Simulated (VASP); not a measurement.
GaN, 2 atoms in the cell. Symmetry: F-43m, No. 216, cubic system. The conventional cell has a = 4.475 Å, b = 4.475 Å, c = 4.475 Å, α = 90.00°, β = 90.00°, γ = 90.00°. Ga (site symmetry -43m) has 4 N at 1.94 Å within 2.6 Å. Within 2.6 Å of N (site symmetry -43m) lie 4 Ga at 1.94 Å.  This cell differs from its parent crystal: volume scaled by 0.985.

| Property | Result |
| --- | --- |
| Program | VASP 6.6.1 |
| Task | phonons |
| Functional | r2SCAN |
| Potentials or basis | VASP PAW PBE potentials, release 64 (Ga_d, N) |
| Cutoff | 520 eV |
| k mesh | 8 × 8 × 8 |
| Occupations | gaussian, width 0.01 eV |
| Spin | no spin polarisation |
| Dipole correction | no |
| Further INCAR settings | ALGO = Normal; EDIFF = 1e-08; NBANDS = 16; IBRION = 6; POTIM = 0.015; NSW = 1 |

Potentials or basis: VASP PAW PBE potentials, release 64 (Ga_d, N).

The run is started by

```console
$ cat potpaw_PBE.64/Ga_d/POTCAR potpaw_PBE.64/N/POTCAR > POTCAR
$ mpirun -np 1 vasp_std > vasp.out
```

Hardware: 1 thread of Intel(R) Xeon(R) Platinum 8488C (Sapphire Rapids), on a shared host.

Problem. Estimate the wall time of this run.

Solution. Wall time 3.8 min on 1 thread of Intel(R) Xeon(R) Platinum 8488C (Sapphire Rapids), on a shared host, peak memory 0.19 GiB. Counts: scf iterations 78, k points 29.
